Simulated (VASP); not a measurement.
# Ti (Fd-3m) in VASP: further runs

The runs below take Ti through single point, with PBE.

Everything below comes from runs of VASP 6.6.1. Logs are shortened: lines on timing, memory, paths and dates and some standing lists are left out, and cuts for length are marked.

## Step 1: The cell of the first run

It takes space group Fd-3m (No. 227, cubic). The conventional cell has a = 5.168 Å, b = 5.168 Å, c = 5.168 Å, α = 90.00°, β = 90.00°, γ = 90.00°. Within 3.0 Å of Ti (site symmetry -43m) lie 4 Ti at 2.24 Å.

This isn't the form of Ti at room conditions, which is hcp.

## Step 2: Single point, PBE (17.26 Å³/atom)

File INCAR:

```
PREC = Accurate
ENCUT = 520
EDIFF = 1E-7
ISMEAR = -1
SIGMA = 0.08
LREAL = F
LASPH = T
NELM = 80
ALGO = Normal
ISIF = 2
LWAVE = F
LCHARG = F
GGA = PE
NBANDS = 19
```

File KPOINTS:

```
Automatic mesh
0
Gamma
  12 12 12
```

File POSCAR:

```
Ti
1.0
    0.0000000000      2.5841130609      2.5841130609
    2.5841130609      0.0000000000      2.5841130609
    2.5841130609      2.5841130609      0.0000000000
Ti
2
Direct
   -0.1250000000     -0.1250000000     -0.1250000000
    0.1250000000      0.1250000000      0.1250000000
```

Potentials or basis: VASP PAW PBE potentials, release 64 (Ti_sv).

Started as:

```console
cat potpaw_PBE.64/Ti_sv/POTCAR > POTCAR
mpirun -np 1 vasp_std > vasp.out
```

OUTCAR:

```text
PREC = Accurate
   ENCUT = 520
   EDIFF = 1E-7
   ISMEAR = -1
   LREAL = F
   LASPH = T
   NELM = 80
   ISIF = 2
   GGA = PE

 ion  position               nearest neighbor table
   1  0.875  0.875  0.875-   2 2.24   2 2.24   2 2.24   2 2.24
   2  0.125  0.125  0.125-   1 2.24   1 2.24   1 2.24   1 2.24

  LATTYP: Found a face centered cubic cell.
 ALAT       =     5.1682261218

  Lattice vectors:

 A1 = (   0.0000000000,   2.5841130609,   2.5841130609)
 A2 = (   2.5841130609,   0.0000000000,   2.5841130609)
 A3 = (   2.5841130609,   2.5841130609,   0.0000000000)

Analysis of symmetry for initial positions (statically):
=====================================================================
 Subroutine PRICEL returns:
 Original cell was already a primitive cell.

 Routine SETGRP: Setting up the symmetry group for a
 face centered cubic supercell.

 Subroutine GETGRP returns: Found 48 space group operations
 (whereof 12 operations were pure point group operations)
 out of a pool of 48 trial point group operations.

The static configuration has the point symmetry D_3d.
 The point group associated with its full space group is O_h .

Analysis of symmetry for dynamics (positions and initial velocities):
=====================================================================
 Subroutine PRICEL returns:
 Original cell was already a primitive cell.

 Routine SETGRP: Setting up the symmetry group for a
 face centered cubic supercell.

 Subroutine GETGRP returns: Found 48 space group operations
 (whereof 12 operations were pure point group operations)
 out of a pool of 48 trial point group operations.

The dynamic configuration has the point symmetry D_3d.
 The point group associated with its full space group is O_h .

 Subroutine INISYM returns: Found 48 space group operations
 (whereof 12 operations are pure point group operations),
 and found     1 'primitive' translations

----------------------------------------------------------------------------------------

                                     Primitive cell

  volume of cell :      34.5116

  direct lattice vectors                    reciprocal lattice vectors
     0.000000000  2.584113061  2.584113061    -0.193489986  0.193489986  0.193489986
     2.584113061  0.000000000  2.584113061     0.193489986 -0.193489986  0.193489986
     2.584113061  2.584113061  0.000000000     0.193489986  0.193489986 -0.193489986

  length of vectors
     3.654487737  3.654487737  3.654487737     0.335134487  0.335134487  0.335134487

  position of ions in fractional coordinates (direct lattice)
     0.875000000  0.875000000  0.875000000
     0.125000000  0.125000000  0.125000000

  ion indices of the primitive-cell ions
   primitive index   ion index
                 1           1
                 2           2

----------------------------------------------------------------------------------------

 KPOINTS: Automatic mesh

Automatic generation of k-mesh.
 Grid dimensions read from file:
 generate k-points for:   12   12   12

 Generating k-lattice:

  Cartesian coordinates                     Fractional coordinates (reciprocal lattice)
    -0.016124166  0.016124166  0.016124166     0.083333333  0.000000000  0.000000000
     0.016124166 -0.016124166  0.016124166     0.000000000  0.083333333  0.000000000
     0.016124166  0.016124166 -0.016124166     0.000000000  0.000000000  0.083333333

  Length of vectors
     0.027927874  0.027927874  0.027927874

  Shift w.r.t. Gamma in fractional coordinates (k-lattice)
     0.000000000  0.000000000  0.000000000

 Subroutine IBZKPT returns following result:
 ===========================================

 Found     72 irreducible k-points:

 Following reciprocal coordinates:
            Coordinates               Weight
  0.000000  0.000000  0.000000      1.000000
  0.083333  0.000000  0.000000      8.000000
  0.166667  0.000000  0.000000      8.000000
  0.250000  0.000000  0.000000      8.000000
  0.333333  0.000000  0.000000      8.000000
  0.416667  0.000000  0.000000      8.000000
[... 16 lines left out ...]
  0.500000  0.166667  0.000000     24.000000
 -0.416667  0.166667  0.000000     24.000000
 [... further k-points ...]
   k-points           NKPTS =     72   k-points in BZ     NKDIM =     72   number of bands    NBANDS=     19
   number of dos      NEDOS =    301   number of ions     NIONS =      2
   total plane-waves  NPLWV =  21952
   dimension x,y,z NGX =    28 NGY =   28 NGZ =   28
   dimension x,y,z NGXF=    56 NGYF=   56 NGZF=   56
   ions per type =               2
   NGX,Y,Z   is equivalent  to a cutoff of  12.74, 12.74, 12.74 a.u.
   NGXF,Y,Z  is equivalent  to a cutoff of  25.47, 25.47, 25.47 a.u.
 SYSTEM =  unknown system
   PREC   = accura    normal or accurate (medium, high low for compatibility)
   ISTART =      0    job   : 0-new  1-cont  2-samecut
   ICHARG =      2    charge: 1-file 2-atom 10-const
   ISPIN  =      1    spin polarized calculation?
   LNONCOLLINEAR =      F non collinear calculations
   LSORBIT =      F    spin-orbit coupling
   LASPH  =      T    aspherical Exc in radial PAW
   ENCUT  =  520.0 eV  38.22 Ry    6.18 a.u.   6.79  6.79  6.79*2*pi/ulx,y,z
   NELM   =     80;   NELMIN=  2; NELMDL= -5     # of ELM steps
   EDIFF  = 0.1E-06   stopping-criterion for ELM
   LREAL  =      F    real-space projection
   EDIFFG = 0.1E-05   stopping-criterion for IOM
   NSW    =      0    number of steps for IOM
   IBRION =     -1    ionic relax: 0-MD 1-quasi-New 2-CG
   NFREE  =      0    steps in history (QN), initial steepest desc. (CG)
   ISIF   =      2    stress and relaxation
   ISYM   =      2    0-nonsym 1-usesym 2-fastsym
   POTIM  = 0.5000    time-step for ionic-motion
   TEBEG  =    0.0;   TEEND  =   0.0 temperature during run
   PSTRESS=    0.0 pullay stress
   NELECT =      24.0000    total number of electrons
   NUPDOWN=      -1.0000    fix difference up-down
   EMIN   =  10.00;   EMAX   =-10.00  energy-range for DOS
   EFERMI =   0.00;   METHOD = LEGACY
   ISMEAR =    -1;   SIGMA  =   0.08  broadening in eV -4-tet -1-fermi 0-gaus
   EFERMI_NEDOS =   21; number of points for ismear=-14 and -15
   IALGO  =     38    algorithm
   IMIX   =      4    mixing-type and parameters
     AMIX     =   0.40;   BMIX     =  1.00
     AMIX_MAG =   1.60;   BMIX_MAG =  1.00
  volume/ion in A,a.u.               =      17.26       116.45
  Fermi-wavevector in a.u.,A,eV,Ry     =   1.450409  2.740875 28.622378  2.103685
  Thomas-Fermi vector in A             =   2.568024
   LORBIT       =      0    0 simple, 1 ext, 2 COOP (PROOUT), +10 PAW based schemes
   GGA     = PE    functional components
   LHFCALC =     F    Hartree Fock is set to
   AEXX    =    0.0000 exact exchange contribution
   IVDW    =     0    specifies the selected vdW correction
   LEPSILON=     F    determine dielectric tensor
   LRPA    =     F    only Hartree local field effects (RPA)
 non-spin polarized calculation
  energy-cutoff  :      520.00
  volume of cell :       34.51
 maximum number of plane-waves:       950
   NGX = 13   NGY = 13   NGZ = 13

 number of electron      23.9999999 magnetization

 Free energy of the ion-electron system (eV)
  ---------------------------------------------------
  ext. energy  EPLUGINS =         0.00000000
  ---------------------------------------------------
  free energy    TOTEN  =       -10.60091045 eV

  energy without entropy =      -10.49803047  energy(sigma->0) =      -10.54947046

 E-fermi :   8.1470     XC(G=0): -11.2000

 val. band max:        8.1364059336   @ k =   0.3333   0.2500   0.0833
 cond. band min:       8.1474345989   @ k =   0.4167   0.2500   0.0833
 fundamental gap:      0.0110286653
 Fermi energy:         8.1469747278

 k-point     1 :       0.0000    0.0000    0.0000
  band No.  band energies     occupation
      1     -48.6593      2.00000
      2     -47.4383      2.00000
      3     -25.1814      2.00000
      4     -25.1814      2.00000
      5     -25.1814      2.00000
      6     -23.7709      2.00000
[... 11 lines left out ...]
     18      13.2824      0.00000
     19      13.2824      0.00000

 k-point     2 :       0.0833    0.0000    0.0000
  band No.  band energies     occupation
      1     -48.6445      2.00000
      2     -47.4548      2.00000
      3     -25.1960      2.00000
      4     -25.1960      2.00000
      5     -25.1843      2.00000
      6     -23.7686      2.00000
[... 11 lines left out ...]
     18      13.2728      0.00000
     19      13.2728      0.00000

 k-point     3 :       0.1667    0.0000    0.0000
  band No.  band energies     occupation
      1     -48.6019      2.00000
      2     -47.5019      2.00000
      3     -25.2345      2.00000
      4     -25.2345      2.00000
      5     -25.1934      2.00000
      6     -23.7611      2.00000
[... 11 lines left out ...]
     18      13.2364      0.00000
     19      13.2364      0.00000

 k-point     4 :       0.2500    0.0000    0.0000
  band No.  band energies     occupation
      1     -48.5370      2.00000
      2     -47.5728      2.00000
      3     -25.2840      2.00000
      4     -25.2840      2.00000
      5     -25.2082      2.00000
      6     -23.7480      2.00000
[... 11 lines left out ...]
     18      13.1537      0.00000
     19      13.1537      0.00000

 k-point     5 :       0.3333    0.0000    0.0000
  band No.  band energies     occupation
      1     -48.4610      2.00000
      2     -47.6549      2.00000
      3     -25.3303      2.00000
      4     -25.3303      2.00000
      5     -25.2253      2.00000
      6     -23.7319      2.00000
[... 11 lines left out ...]
     18      13.0050      0.00000
     19      13.0050      0.00000
[... 334 lines left out ...]
      2     -47.6548      2.00000
      3     -25.4166      2.00000
      4     -25.3924      2.00000
      5     -25.0158      2.00000
      6     -23.9392      2.00000
[... 11 lines left out ...]
     18      12.3516      0.00000
     19      13.4250      0.00000

 k-point    22 :       0.4167    0.1667    0.0000
  band No.  band energies     occupation
      1     -48.3847      2.00000
      2     -47.7361      2.00000
      3     -25.4783      2.00000
      4     -25.4209      2.00000
      5     -24.9964      2.00000
      6     -23.9501      2.00000
[... 11 lines left out ...]
     18      12.3029      0.00000
     19      13.2438      0.00000

 k-point    23 :       0.5000    0.1667    0.0000
  band No.  band energies     occupation
      1     -48.3255      2.00000
      2     -47.7985      2.00000
      3     -25.5229      2.00000
      4     -25.4275      2.00000
      5     -24.9911      2.00000
      6     -23.9478      2.00000
[... 11 lines left out ...]
     18      12.6333      0.00000
     19      12.8978      0.00000

 k-point    24 :      -0.4167    0.1667    0.0000
  band No.  band energies     occupation
      1     -48.3169      2.00000
      2     -47.8075      2.00000
      3     -25.5394      2.00000
      4     -25.4110      2.00000
      5     -25.0018      2.00000
      6     -23.9333      2.00000
[... 11 lines left out ...]
     18      12.4075      0.00000
     19      13.0505      0.00000

 [... further k-points ...]
[... 5 lines left out ...]
  --------------------------------------------------------------------------------------
  -------------------------------------------------------------------------------------
  Total        3.1259634      3.1259634      3.1259634      0.0000000     -0.0000000      0.0000000
  in kB      145.1208926    145.1208926    145.1208926      0.0000000     -0.0000000      0.0000000
  external PRESSURE =     145.1208926 kB  Pullay stress =       0.0000000 kB

 VOLUME and BASIS-vectors are now :
 -----------------------------------------------------------------------------
  energy-cutoff  :      520.00
  volume of cell :       34.51
      direct lattice vectors                 reciprocal lattice vectors
     0.000000000  2.584113061  2.584113061    -0.193489986  0.193489986  0.193489986
     2.584113061  0.000000000  2.584113061     0.193489986 -0.193489986  0.193489986
     2.584113061  2.584113061  0.000000000     0.193489986  0.193489986 -0.193489986

 POSITION                                       TOTAL-FORCE (eV/Angst)
 -----------------------------------------------------------------------------------
      4.52220      4.52220      4.52220        -0.000000     -0.000000     -0.000000
      0.64603      0.64603      0.64603         0.000000      0.000000      0.000000
 -----------------------------------------------------------------------------------
    total drift:                                0.000000     -0.000000     -0.000000

  FREE ENERGIE OF THE ION-ELECTRON SYSTEM (eV)
  ---------------------------------------------------
  free  energy   TOTEN  =       -10.6009104486 eV

  energy  without entropy=      -10.4980304721  energy(sigma->0) =      -10.54947046
```

It took 88 s on 1 thread of AMD EPYC 7R13, shared host; peak memory 0.15 GiB.

Results:

- Free energy: -10.6009 eV
- Pressure: 14.5 GPa
- Band gap on the k mesh: zero (bands 12 and 13 overlap by 0.73 eV)

Levels at points of the mesh, in eV from the Fermi level:
| k point | band 8 | band 9 | band 10 | band 11 | band 12 | band 13 | band 14 | band 15 | band 16 | band 17 |
| --- | --- | --- | --- | --- | --- | --- | --- | --- | --- | --- |
| (0.00, 0.00, 0.00) | -31.92 | -5.40 | -1.22 | -1.22 | -0.20 | -0.20 | -0.20 | 2.19 | 2.19 | 2.19 |
| (0.50, 0.00, 0.00) | -31.71 | -2.09 | -1.60 | -1.18 | -1.18 | -0.33 | -0.33 | 1.07 | 3.30 | 3.30 |
| (0.50, 0.50, 0.00) | -31.50 | -2.77 | -2.77 | -0.22 | -0.22 | 1.15 | 1.15 | 1.71 | 1.71 | 4.80 |

Caveat: the cell stands under pressure.

## Step 3: Single point, PBE (19.56 Å³/atom)

This run uses another cell than the first one, of 19.56 Å³/atom.

File INCAR:

```
SYSTEM = Ti
  PREC = Accurate
  ENCUT = 520
  EDIFF = 1E-7
  ISMEAR = -1
  SIGMA = 0.08
  LREAL = .False.
  LASPH = .True.
  NELM = 60
  ALGO = Normal
  ISIF = 2
  LWAVE = .False.
  LCHARG = .True.
  GGA = PE
  LELF = .True.
  LVHAR = .True.
  NBANDS = 19
```

File KPOINTS:

```
Automatic mesh
0
Gamma
  12 12 12
  0 0 0
```

File POSCAR:

```
Ti
1.0
    0.0000000000      2.6942055839      2.6942055839
    2.6942055839      0.0000000000      2.6942055839
    2.6942055839      2.6942055839      0.0000000000
Ti
2
Direct
   -0.1250000000     -0.1250000000     -0.1250000000
    0.1250000000      0.1250000000      0.1250000000
```

Potentials or basis: VASP PAW PBE potentials, release 64 (Ti_sv).

Started as:

```console
cat potpaw_PBE.64/Ti_sv/POTCAR > POTCAR
mpirun -np 1 vasp_std > vasp.out
```

Wall time 1.7 min (1 thread of AMD EPYC 7R13, shared host); peak memory 0.15 GiB.

It converged, with:

```yaml
Free_energy: -10.9015 eV
Pressure: 7.0 GPa
Band_gap_on_the_k_mesh: zero (bands 12 and 13 overlap by 0.39 eV)
```

Levels at points of the mesh, in eV from the Fermi level:
```csv
k point,band 10,band 11,band 12,band 13,band 14,band 15
"(0.00, 0.00, 0.00)",-0.90,-0.90,-0.16,-0.16,-0.16,1.95
"(0.50, 0.00, 0.00)",-1.70,-0.87,-0.87,-0.20,-0.20,0.75
"(0.50, 0.50, 0.00)",-2.26,-0.09,-0.09,0.66,0.66,1.66
```

Caveat: the cell stands under pressure.
